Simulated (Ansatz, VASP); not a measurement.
# SiNi in VASP and in Ansatz

```
Ni Si
1.0
     0.00000    1.91875    1.91875
     1.91875    0.00000    1.91875
     1.91875    1.91875    0.00000
Ni Si
1 1
Direct
  0.00000 0.00000 0.00000
  0.50000 0.50000 0.50000
```

Change from the starting cell: volume scaled by 0.55, LAPW.

Alike in both runs: task single point; functional PBEsol; k mesh 14 × 14 × 14; occupations fermi-dirac, width 0.08 eV; no spin polarisation.

|  | VASP | Ansatz |
| --- | --- | --- |
| version | VASP 6.6.1 | Ansatz 0.2.0 |
| potentials or method | VASP PAW PBE potentials, release 64 (Ni, Si), cutoff 520 eV | all-electron LAPW, scalar-relativistic |

VASP gave:

```
pressure (GPa) : 344.6
```

Q: Which values does Ansatz return?

A: Pressure (GPa): 339.8.

VASP's potentials were made for PBE, not for PBEsol. Both programs put the cell under a high pressure, so it lies far from rest at this level. Ansatz ran all-electron here, and VASP with PAW potentials.

Noted on VASP's run: the cell as given lies far from equilibrium.
